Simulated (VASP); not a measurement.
Here is a VASP 6.6.1 calculation.

INCAR

```
PREC = Accurate
ENCUT = 600
EDIFF = 1E-7
ISMEAR = 0
SIGMA = 0.1
LREAL = False
LASPH = True
NELM = 80
ALGO = Normal
ISIF = 3
LWAVE = False
LCHARG = False
GGA = PE
IBRION = 2
NSW = 100
EDIFFG = -0.01
```

File KPOINTS:

```
regular mesh
0
Gamma
  12 12 4
```

Contents of POSCAR:

```
TaBiO
1.0
    3.0695393228      0.0000000000      0.0000000000
    0.0000000000      3.0695393228      0.0000000000
    0.0000000000      0.0000000000     11.4283198923
Ta Bi O
2 2 2
Direct
    0.0000000000      0.5000000000      0.6318136026
    0.5000000000      0.0000000000      0.3681863974
    0.5000000000      0.0000000000      0.8367329925
    0.0000000000      0.5000000000      0.1632670075
    0.0000000000      0.5000000000      0.4415314142
    0.5000000000      0.0000000000      0.5584685858
```

Potentials or basis: VASP PAW PBE potentials, release 64 (Ta_pv, Bi_d, O).

Launch:

```console
$ cat potpaw_PBE.64/Ta_pv/POTCAR potpaw_PBE.64/Bi_d/POTCAR potpaw_PBE.64/O/POTCAR > POTCAR
$ mpirun -np 1 vasp_std > vasp.out
```

(1) What does it give for the relaxed cell?

(2) Predict the relaxed volume.

Answers

(1) a = 3.076 Å, b = 3.076 Å, c = 11.525 Å, α = 90.00°, β = 90.00°, γ = 90.00°.

(2) 18.18 Å³/atom.
